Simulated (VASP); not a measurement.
Here is a VASP 6.6.1 calculation.

Contents of INCAR:

```
ALGO = Normal
EDIFF = 1E-7
EDIFFG = -0.04
ENCUT = 600
GGA = PE
IBRION = 2
ISIF = 3
ISMEAR = 0
ISPIN = 2
LASPH = T
LCHARG = F
LORBIT = 11
LREAL = F
LWAVE = F
MAGMOM = 0 0 0 0 0 1
NELM = 150
NSW = 90
PREC = Accurate
SIGMA = 0.1
```

The input KPOINTS:

```
k-points
0
Gamma
  6 6 2
```

The input POSCAR:

```
Si5O
1.0
    4.7385121000      0.0000000000      0.0000000000
   -2.3692560500      4.1036718600      0.0000000000
    0.0000000000      0.0000000000      7.9386847100
Si O
5 1
Direct
    0.0000000000      0.0000000000      0.8891763100
    0.0000000000      0.0000000000      0.1108236900
    0.5000000000      0.0000000000      0.0000000000
    0.0000000000      0.5000000000      0.0000000000
    0.5000000000      0.5000000000      0.0000000000
    0.0000000000      0.0000000000      0.5000000000
```

Potentials or basis: VASP PAW PBE potentials, release 64 (Si, O).

Run with:

```bash
$ cat potpaw_PBE.64/Si/POTCAR potpaw_PBE.64/O/POTCAR > POTCAR
$ mpirun -np 1 vasp_std > vasp.out
```

**Question.** Estimate the band gap on the k mesh.

**Answer.** Zero (filled and empty bands overlap).

**Question.** Predict the space group after relaxing (to 0.1 Å).

**Answer.** P6/mmm (No. 191).

**Question.** Predict the relaxed volume.

**Answer.** 19.98 Å³/atom.

Stress tensor (GPa, compression positive):
```
0.05 0.00 0.00
0.00 0.05 0.00
0.00 0.00 0.23
```

Caveat: the k points lie up to 0.54 Å⁻¹ apart in the final cell, too coarse for converged energies and pressures of a metal; the volume moved by over 15 % at a fixed basis, so the end points are rough.
